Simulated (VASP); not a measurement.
# Rb (Im-3m) in VASP: further runs

Aim: see how the results for Rb move with the level of theory and the settings. Levels: PBE, RPBE. Tasks: single point.

All numbers are computed with VASP 6.6.1; they aren't measurements. Logs are shortened: lines on timing, memory, paths and dates and some standing lists are left out, and cuts for length are marked.

## (1) The cell of the first run

Symmetry: Im-3m, No. 229, cubic system. The conventional cell has a = 5.605 Å, b = 5.605 Å, c = 5.605 Å, α = 90.00°, β = 90.00°, γ = 90.00°.

## (2) Single point, PBE

Input file INCAR:

```
SYSTEM = Rb
PREC = Accurate ; ENCUT = 520
EDIFF = 1E-6 ; ISMEAR = 0
SIGMA = 0.02 ; LREAL = .FALSE.
LASPH = .TRUE. ; NELM = 100
ALGO = Fast ; ISIF = 2
LWAVE = .FALSE. ; LCHARG = .TRUE.
GGA = PE ; LELF = .TRUE.
LVHAR = .TRUE. ; NBANDS = 10
```

Input file KPOINTS:

```
regular mesh
0
G
  7 7 7
  0 0 0
```

Input file POSCAR:

```
Rb
1.0
    4.8540723900      0.0000000000      0.0000000000
   -1.6180241296      4.5764633379      0.0000000000
   -1.6180241296     -2.2882316682      3.9633335106
Rb
1
Direct
    0.0000000000      0.0000000000      0.0000000000
```

Potentials or basis: VASP PAW PBE potentials, release 64 (Rb_sv).

Launch:

```console
$ cat potpaw_PBE.64/Rb_sv/POTCAR > POTCAR
$ mpirun -np 1 vasp_std > vasp.out
```

OUTCAR:

```text
SYSTEM = Rb
   PREC = Accurate
   ENCUT = 520
   EDIFF = 1E-6
   ISMEAR = 0
   LREAL = .FALSE.
   LASPH = .TRUE.
   NELM = 100
   ISIF = 2
   GGA = PE

 ion  position               nearest neighbor table
   1  0.000  0.000  0.000-

  LATTYP: Found a body centered cubic cell.
 ALAT       =     5.6050000021

  Lattice vectors:

 A1 = (   4.8540723900,   0.0000000000,   0.0000000000)
 A2 = (  -1.6180241296,   4.5764633379,   0.0000000000)
 A3 = (  -1.6180241296,  -2.2882316682,   3.9633335106)

Analysis of symmetry for initial positions (statically):
=====================================================================
 Subroutine PRICEL returns:
 Original cell was already a primitive cell.

 Routine SETGRP: Setting up the symmetry group for a
 body centered cubic supercell.

 Subroutine GETGRP returns: Found 48 space group operations
 (whereof 48 operations were pure point group operations)
 out of a pool of 48 trial point group operations.

The static configuration has the point symmetry O_h .

Analysis of symmetry for dynamics (positions and initial velocities):
=====================================================================
 Subroutine PRICEL returns:
 Original cell was already a primitive cell.

 Routine SETGRP: Setting up the symmetry group for a
 body centered cubic supercell.

 Subroutine GETGRP returns: Found 48 space group operations
 (whereof 48 operations were pure point group operations)
 out of a pool of 48 trial point group operations.

The dynamic configuration has the point symmetry O_h .

 Subroutine INISYM returns: Found 48 space group operations
 (whereof 48 operations are pure point group operations),
 and found     1 'primitive' translations

----------------------------------------------------------------------------------------

                                     Primitive cell

  volume of cell :      88.0434

  direct lattice vectors                    reciprocal lattice vectors
     4.854072390  0.000000000  0.000000000     0.206012585  0.072836448  0.126156428
    -1.618024130  4.576463338  0.000000000     0.000000000  0.218509344  0.126156428
    -1.618024130 -2.288231668  3.963333511     0.000000000  0.000000000  0.252312857

  length of vectors
     4.854072390  4.854072390  4.854072390     0.252312857  0.252312857  0.252312857

  position of ions in fractional coordinates (direct lattice)
     0.000000000  0.000000000  0.000000000

  ion indices of the primitive-cell ions
   primitive index   ion index
                 1           1

----------------------------------------------------------------------------------------

 KPOINTS: regular mesh

Automatic generation of k-mesh.
 Grid dimensions read from file:
 generate k-points for:    7    7    7

 Generating k-lattice:

  Cartesian coordinates                     Fractional coordinates (reciprocal lattice)
     0.029430369  0.010405207  0.018022347     0.142857143  0.000000000  0.000000000
     0.000000000  0.031215621  0.018022347     0.000000000  0.142857143  0.000000000
     0.000000000  0.000000000  0.036044694     0.000000000  0.000000000  0.142857143

  Length of vectors
     0.036044694  0.036044694  0.036044694

  Shift w.r.t. Gamma in fractional coordinates (k-lattice)
     0.000000000  0.000000000  0.000000000

 Subroutine IBZKPT returns following result:
 ===========================================

 Found     20 irreducible k-points:

 Following reciprocal coordinates:
            Coordinates               Weight
  0.000000  0.000000  0.000000      1.000000
  0.142857  0.000000  0.000000     12.000000
  0.285714  0.000000  0.000000     12.000000
  0.428571  0.000000  0.000000     12.000000
  0.142857  0.142857  0.000000     24.000000
  0.285714  0.142857  0.000000     48.000000
[... 12 lines left out ...]
 -0.428571 -0.428571  0.285714      8.000000
 -0.428571  0.428571  0.428571      6.000000
   k-points           NKPTS =     20   k-points in BZ     NKDIM =     20   number of bands    NBANDS=     10
   number of dos      NEDOS =    301   number of ions     NIONS =      1
   total plane-waves  NPLWV =  46656
   dimension x,y,z NGX =    36 NGY =   36 NGZ =   36
   dimension x,y,z NGXF=    72 NGYF=   72 NGZF=   72
   ions per type =               1
   NGX,Y,Z   is equivalent  to a cutoff of  12.33, 12.33, 12.33 a.u.
   NGXF,Y,Z  is equivalent  to a cutoff of  24.66, 24.66, 24.66 a.u.
 SYSTEM =  Rb
   PREC   = accura    normal or accurate (medium, high low for compatibility)
   ISTART =      0    job   : 0-new  1-cont  2-samecut
   ICHARG =      2    charge: 1-file 2-atom 10-const
   ISPIN  =      1    spin polarized calculation?
   LNONCOLLINEAR =      F non collinear calculations
   LSORBIT =      F    spin-orbit coupling
   LASPH  =      T    aspherical Exc in radial PAW
   ENCUT  =  520.0 eV  38.22 Ry    6.18 a.u.   9.03  9.03  9.03*2*pi/ulx,y,z
   NELM   =    100;   NELMIN=  2; NELMDL= -5     # of ELM steps
   EDIFF  = 0.1E-05   stopping-criterion for ELM
   LREAL  =      F    real-space projection
   EDIFFG = 0.1E-04   stopping-criterion for IOM
   NSW    =      0    number of steps for IOM
   IBRION =     -1    ionic relax: 0-MD 1-quasi-New 2-CG
   NFREE  =      0    steps in history (QN), initial steepest desc. (CG)
   ISIF   =      2    stress and relaxation
   ISYM   =      2    0-nonsym 1-usesym 2-fastsym
   POTIM  = 0.5000    time-step for ionic-motion
   TEBEG  =    0.0;   TEEND  =   0.0 temperature during run
   PSTRESS=    0.0 pullay stress
   NELECT =       9.0000    total number of electrons
   NUPDOWN=      -1.0000    fix difference up-down
   EMIN   =  10.00;   EMAX   =-10.00  energy-range for DOS
   EFERMI =   0.00;   METHOD = LEGACY
   ISMEAR =     0;   SIGMA  =   0.02  broadening in eV -4-tet -1-fermi 0-gaus
   EFERMI_NEDOS =   21; number of points for ismear=-14 and -15
   IALGO  =     68    algorithm
   IMIX   =      4    mixing-type and parameters
     AMIX     =   0.40;   BMIX     =  1.00
     AMIX_MAG =   1.60;   BMIX_MAG =  1.00
  volume/ion in A,a.u.               =      88.04       594.15
  Fermi-wavevector in a.u.,A,eV,Ry     =   0.765462  1.446513  7.972081  0.585931
  Thomas-Fermi vector in A             =   1.865587
   LORBIT       =      0    0 simple, 1 ext, 2 COOP (PROOUT), +10 PAW based schemes
   GGA     = PE    functional components
   LHFCALC =     F    Hartree Fock is set to
   AEXX    =    0.0000 exact exchange contribution
   IVDW    =     0    specifies the selected vdW correction
   LEPSILON=     F    determine dielectric tensor
   LRPA    =     F    only Hartree local field effects (RPA)
 non-spin polarized calculation
 RMM-DIIS sequential band-by-band and
 Gauss-broadening in eV      SIGMA  =   0.02
  energy-cutoff  :      520.00
  volume of cell :       88.04
 maximum number of plane-waves:      2398
   NGX = 19   NGY = 19   NGZ = 19

 number of electron       9.0000000 magnetization

 Free energy of the ion-electron system (eV)
  ---------------------------------------------------
  ext. energy  EPLUGINS =         0.00000000
  ---------------------------------------------------
  free energy    TOTEN  =        -0.93680191 eV

  energy without entropy =       -0.93620218  energy(sigma->0) =       -0.93650204

 E-fermi :   0.0424     XC(G=0):  -5.5465

 val. band max:        0.0318972426   @ k =  -0.2857   0.4286   0.1429
 cond. band min:       0.1881870602   @ k =  -0.4286   0.4286   0.1429
 fundamental gap:      0.1562898176
 Fermi energy:         0.0423850003

 k-point     1 :       0.0000    0.0000    0.0000
  band No.  band energies     occupation
      1     -28.7992      2.00000
      2     -12.8380      2.00000
      3     -12.8380      2.00000
      4     -12.8380      2.00000
      5      -1.9289      2.00000
      6       3.7973      0.00000
      7       3.7973      0.00000
      8       3.7973      0.00000
      9       4.7522      0.00000
     10       4.7522      0.00000

 k-point     2 :       0.1429    0.0000    0.0000
  band No.  band energies     occupation
      1     -28.7983      2.00000
      2     -12.8586      2.00000
      3     -12.8447      2.00000
      4     -12.8380      2.00000
      5      -1.6828      2.00000
      6       3.3635      0.00000
      7       3.4919      0.00000
      8       4.0274      0.00000
      9       4.4823      0.00000
     10       4.6794      0.00000

 k-point     3 :       0.2857    0.0000    0.0000
  band No.  band energies     occupation
      1     -28.7962      2.00000
      2     -12.9042      2.00000
      3     -12.8598      2.00000
      4     -12.8380      2.00000
      5      -0.9930      2.00000
      6       2.2948      0.00000
      7       3.0074      0.00000
      8       4.6091      0.00000
      9       4.6955      0.00000
     10       4.7034      0.00000

 k-point     4 :       0.4286    0.0000    0.0000
  band No.  band energies     occupation
      1     -28.7946      2.00000
      2     -12.9399      2.00000
      3     -12.8718      2.00000
      4     -12.8380      2.00000
      5      -0.0237      2.00000
      6       1.2354      0.00000
      7       2.7167      0.00000
      8       4.4753      0.00000
      9       5.0491      0.00000
     10       5.7358      0.00000

 k-point     5 :       0.1429    0.1429    0.0000
  band No.  band energies     occupation
      1     -28.7968      2.00000
      2     -12.8898      2.00000
      3     -12.8527      2.00000
      4     -12.8428      2.00000
      5      -1.2130      2.00000
      6       2.7236      0.00000
      7       2.9856      0.00000
      8       4.3294      0.00000
      9       4.4117      0.00000
     10       5.0183      0.00000

 k-point     6 :       0.2857    0.1429    0.0000
  band No.  band energies     occupation
      1     -28.7949      2.00000
      2     -12.9239      2.00000
      3     -12.8709      2.00000
      4     -12.8446      2.00000
      5      -0.3627      2.00000
      6       1.7997      0.00000
      7       2.5570      0.00000
      8       4.3541      0.00000
      9       4.8404      0.00000
     10       5.3002      0.00000
[... 131 lines left out ...]
 k-point    17 :      -0.2857    0.2857    0.2857
  band No.  band energies     occupation
      1     -28.7936      2.00000
      2     -12.9015      2.00000
      3     -12.8837      2.00000
      4     -12.8837      2.00000
      5      -0.1564      2.00000
      6       2.1306      0.00000
      7       3.1574      0.00000
      8       3.1574      0.00000
      9       4.1134      0.00000
     10       4.9490      0.00000

 k-point    18 :      -0.4286    0.4286    0.2857
  band No.  band energies     occupation
      1     -28.7922      2.00000
      2     -12.9226      2.00000
      3     -12.8968      2.00000
      4     -12.8857      2.00000
      5       0.6923      0.00000
      6       1.5073      0.00000
      7       2.8258      0.00000
      8       3.1302      0.00000
      9       4.0423      0.00000
     10       5.7326      0.00000

 k-point    19 :      -0.4286   -0.4286    0.2857
  band No.  band energies     occupation
      1     -28.7915      2.00000
      2     -12.9160      2.00000
      3     -12.9160      2.00000
      4     -12.8890      2.00000
      5       1.2678      0.00000
      6       1.2678      0.00000
      7       2.3202      0.00000
      8       3.7556      0.00000
      9       3.7556      0.00000
     10       5.4541      0.00000

 k-point    20 :      -0.4286    0.4286    0.4286
  band No.  band energies     occupation
      1     -28.7908      2.00000
      2     -12.9140      2.00000
      3     -12.9105      2.00000
      4     -12.9105      2.00000
      5       1.1639      0.00000
      6       1.4130      0.00000
      7       3.2312      0.00000
      8       3.3546      0.00000
      9       3.3546      0.00000
     10       5.6361      0.00000

------------------------ aborting loop because EDIFF is reached ----------------------------------------

  FORCE on cell =-STRESS in cart. coord.  units (eV):
  Direction    XX          YY          ZZ          XY          YZ          ZX
  --------------------------------------------------------------------------------------
  -------------------------------------------------------------------------------------
  Total        0.0497154      0.0497154      0.0497154      0.0000000      0.0000000      0.0000000
  in kB        0.9047009      0.9047009      0.9047009      0.0000000      0.0000000      0.0000000
  external PRESSURE =       0.9047009 kB  Pullay stress =       0.0000000 kB

 VOLUME and BASIS-vectors are now :
 -----------------------------------------------------------------------------
  energy-cutoff  :      520.00
  volume of cell :       88.04
      direct lattice vectors                 reciprocal lattice vectors
     4.854072390  0.000000000  0.000000000     0.206012585  0.072836448  0.126156428
    -1.618024130  4.576463338  0.000000000     0.000000000  0.218509344  0.126156428
    -1.618024130 -2.288231668  3.963333511     0.000000000  0.000000000  0.252312857

 POSITION                                       TOTAL-FORCE (eV/Angst)
 -----------------------------------------------------------------------------------
      0.00000      0.00000      0.00000         0.000000      0.000000      0.000000
 -----------------------------------------------------------------------------------
    total drift:                                0.000000      0.000000     -0.000000

  FREE ENERGIE OF THE ION-ELECTRON SYSTEM (eV)
  ---------------------------------------------------
  free  energy   TOTEN  =        -0.9368019068 eV

  energy  without entropy=       -0.9362021795  energy(sigma->0) =       -0.93650204
```

Wall time 13 s (1 thread of Intel Xeon Platinum 8488C (Sapphire Rapids), shared host); peak memory 0.2 GiB.

Results:

```yaml
Free_energy: -0.9368 eV
Pressure: 0.1 GPa
```

Levels at points of the mesh, in eV from the Fermi level:
| k point | band 2 | band 3 | band 4 | band 5 | band 6 | band 7 | band 8 | band 9 |
| --- | --- | --- | --- | --- | --- | --- | --- | --- |
| (0.00, 0.00, 0.00) | -12.88 | -12.88 | -12.88 | -1.97 | 3.75 | 3.75 | 3.75 | 4.71 |

## (3) Single point, PBE

Input file INCAR:

```
PREC = Accurate
ENCUT = 520
EDIFF = 1E-6
ISMEAR = 0
SIGMA = 0.02
LREAL = F
LASPH = T
NELM = 80
ALGO = Fast
ISIF = 2
LWAVE = F
LCHARG = F
GGA = PE
NBANDS = 10
```

Input file KPOINTS:

```
Automatic mesh
0
Gamma
  7 7 7
```

Input file POSCAR:

```
Rb
1.0
   -2.8025000000      2.8025000000      2.8025000000
    2.8025000000     -2.8025000000      2.8025000000
    2.8025000000      2.8025000000     -2.8025000000
Rb
1
Direct
    0.0000000000      0.0000000000      0.0000000000
```

Potentials or basis: VASP PAW PBE potentials, release 64 (Rb_sv).

Launch:

```console
$ cat potpaw_PBE.64/Rb_sv/POTCAR > POTCAR
$ mpirun -np 1 vasp_std > vasp.out
```

OUTCAR:

```text
PREC = Accurate
   ENCUT = 520
   EDIFF = 1E-6
   ISMEAR = 0
   LREAL = F
   LASPH = T
   NELM = 80
   ISIF = 2
   GGA = PE

 ion  position               nearest neighbor table
   1  0.000  0.000  0.000-

  LATTYP: Found a body centered cubic cell.
 ALAT       =     5.6050000000

  Lattice vectors:

 A1 = (  -2.8025000000,   2.8025000000,   2.8025000000)
 A2 = (   2.8025000000,  -2.8025000000,   2.8025000000)
 A3 = (   2.8025000000,   2.8025000000,  -2.8025000000)

Analysis of symmetry for initial positions (statically):
=====================================================================
 Subroutine PRICEL returns:
 Original cell was already a primitive cell.

 Routine SETGRP: Setting up the symmetry group for a
 body centered cubic supercell.

 Subroutine GETGRP returns: Found 48 space group operations
 (whereof 48 operations were pure point group operations)
 out of a pool of 48 trial point group operations.

The static configuration has the point symmetry O_h .

Analysis of symmetry for dynamics (positions and initial velocities):
[... 158 lines left out ...]
 Fermi energy:         0.0423850033

 k-point     1 :       0.0000    0.0000    0.0000
  band No.  band energies     occupation
      1     -28.7992      2.00000
      2     -12.8380      2.00000
      3     -12.8380      2.00000
      4     -12.8380      2.00000
      5      -1.9289      2.00000
      6       3.7973      0.00000
      7       3.7973      0.00000
      8       3.7973      0.00000
      9       4.7522      0.00000
     10       4.7522      0.00000
[... 235 lines left out ...]
 k-point    20 :      -0.4286    0.4286    0.4286
  band No.  band energies     occupation
      1     -28.7908      2.00000
      2     -12.9140      2.00000
      3     -12.9105      2.00000
      4     -12.9105      2.00000
      5       1.1639      0.00000
      6       1.4130      0.00000
      7       3.2312      0.00000
      8       3.3546      0.00000
      9       3.3546      0.00000
     10       5.6361      0.00000

------------------------ aborting loop because EDIFF is reached ----------------------------------------

  FORCE on cell =-STRESS in cart. coord.  units (eV):
  Direction    XX          YY          ZZ          XY          YZ          ZX
  --------------------------------------------------------------------------------------
  -------------------------------------------------------------------------------------
  Total        0.0497155      0.0497155      0.0497155      0.0000000      0.0000000      0.0000000
  in kB        0.9047023      0.9047023      0.9047023      0.0000000      0.0000000      0.0000000
  external PRESSURE =       0.9047023 kB  Pullay stress =       0.0000000 kB

 VOLUME and BASIS-vectors are now :
 -----------------------------------------------------------------------------
  energy-cutoff  :      520.00
  volume of cell :       88.04
      direct lattice vectors                 reciprocal lattice vectors
    -2.802500000  2.802500000  2.802500000     0.000000000  0.178412132  0.178412132
     2.802500000 -2.802500000  2.802500000     0.178412132  0.000000000  0.178412132
     2.802500000  2.802500000 -2.802500000     0.178412132  0.178412132  0.000000000

 POSITION                                       TOTAL-FORCE (eV/Angst)
 -----------------------------------------------------------------------------------
      0.00000      0.00000      0.00000         0.000000     -0.000000      0.000000
 -----------------------------------------------------------------------------------
    total drift:                               -0.000000      0.000000      0.000000

  FREE ENERGIE OF THE ION-ELECTRON SYSTEM (eV)
  ---------------------------------------------------
  free  energy   TOTEN  =        -0.9368019066 eV

  energy  without entropy=       -0.9362021793  energy(sigma->0) =       -0.93650204
```

Wall time 36 s (1 thread of Intel Xeon 8259CL, shared host); peak memory 0.2 GiB.

Results:

```
Free energy : -0.9368 eV
Pressure    : 0.1 GPa
```

## (4) Single point, RPBE

Input file INCAR:

```
SYSTEM = Rb
PREC = Accurate
ENCUT = 520
EDIFF = 1E-7
ISMEAR = 0
SIGMA = 0.05
LREAL = .FALSE.
LASPH = .TRUE.
NELM = 60
ALGO = Normal
ISIF = 2
LWAVE = .FALSE.
LCHARG = .TRUE.
GGA = RP
LELF = .TRUE.
LVHAR = .TRUE.
NBANDS = 10
```

Input file KPOINTS:

```
Automatic mesh
0
G
  7 7 7
  0 0 0
```

POSCAR is that of step 3.

Launch:

```console
$ cat potpaw_PBE.64/Rb_sv/POTCAR > POTCAR
$ mpirun -np 1 vasp_std > vasp.out
```

It took 30 s on 1 thread of Intel Xeon 8259CL, shared host; peak memory 0.2 GiB.

The run converged. Its results:

| Quantity | Value |
| --- | --- |
| Free energy | -0.8134 eV |
| Pressure | 0.4 GPa |

Levels at points of the mesh, in eV from the Fermi level:
| k point | band 2 | band 3 | band 4 | band 5 | band 6 | band 7 | band 8 | band 9 |
| --- | --- | --- | --- | --- | --- | --- | --- | --- |
| (0.00, 0.00, 0.00) | -12.96 | -12.96 | -12.96 | -1.98 | 3.79 | 3.79 | 3.79 | 4.71 |

Caveat: the PAW data sets were made with another functional, which shifts forces and pressure a little.
